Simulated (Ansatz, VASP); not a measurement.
## Mg3TiN3 in VASP and in Ansatz

```
CELL_PARAMETERS angstrom
4.32889 0.00301 -0.00343
0.00300 4.32978 -0.00452
-0.00326 -0.00424 4.32640
ATOMIC_POSITIONS crystal
Mg 0.99679 0.50159 0.49854
Mg 0.50160 0.99680 0.49849
Mg 0.50151 0.50155 0.00327
Ti 0.02342 0.02349 0.97652
N 0.48382 0.99638 0.00358
N 0.99638 0.48374 0.00364
N 0.99649 0.99645 0.51596
```

Change from the starting cell: cell x1, atoms moved at random (sigma 0.1 Å) and cell strained at random (1.5 %), then relaxed without symmetry.

Alike in both runs: functional PBE; k mesh 6 × 6 × 6; occupations gaussian, width 0.2 eV; no spin polarisation.

Ansatz relaxed the structure, and its values are those at the end. VASP's run is a single point on that final structure, the one shown.

|  | VASP | Ansatz |
| --- | --- | --- |
| version | VASP 6.6.1 | Ansatz 0.2.0 |
| potentials or method | VASP PAW PBE potentials, release 64 (Mg, Ti_sv, N), cutoff 520 eV | scalar-relativistic, plane waves, PAW |
| valence electrons in the cell | 33 | 57 |

VASP gave:

* gap on the k mesh at the Fermi level (eV): none
* pressure (GPa): -0.2
* rms of the force components (eV/Å): 0.011

Task: What did Ansatz give for the same quantities?

Result: gap on the k mesh at the Fermi level (eV): none; pressure (GPa): 0.0; rms of the force components (eV/Å): 0.002.

A gap of «none» marks a metal or a gap that the smearing closes. VASP's potentials hold 33 valence electrons a cell and Ansatz's 57, so a difference there can come from the potentials and not from the codes.
